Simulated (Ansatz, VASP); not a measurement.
# One calculation of ZrSi7, two programs

```
Zr Si
1.0
     5.30692    0.00000    0.00000
    -2.65346    4.59593    0.00000
     0.00000    0.00000    5.20789
Zr Si
1 7
Direct
  0.00000 0.00000 0.00000
  0.49650 0.99299 0.00000
  0.49650 0.50350 0.00000
  0.00701 0.50350 0.00000
  0.32505 0.16252 0.50000
  0.83748 0.16252 0.50000
  0.83748 0.67495 0.50000
  0.33333 0.66667 0.50000
```

Change from the starting cell: species swapped into the Mg7Sn type (P-6m2, No. 187).

Alike in both runs: functional PBE; k mesh 3 × 3 × 4; occupations gaussian, width 0.2 eV; no spin polarisation.

Ansatz relaxed the structure, and its values are those at the end. VASP's run is a single point on that final structure, the one shown.

|  | VASP | Ansatz |
| --- | --- | --- |
| version | VASP 6.6.1 | Ansatz 0.2.0 |
| potentials or method | VASP PAW PBE potentials, release 64 (Zr_sv, Si), cutoff 520 eV | scalar-relativistic, plane waves, PAW |
| valence electrons in the cell | 40 | 40 |

|  | VASP | Ansatz | Ansatz less VASP |
| --- | --- | --- | --- |
| gap on the k mesh at the Fermi level (eV) | none | none | - |
| pressure (GPa) | -0.1 | -0.1 | +0.01 |
| rms of the force components (eV/Å) | 0.018 | 0.018 | -0.0007 |

A gap of «none» marks a metal or a gap that the smearing closes. The functional is the same, so the differences come from potentials, cutoffs and numerics.

The k mesh is coarse, so the values compare programs but aren't converged.
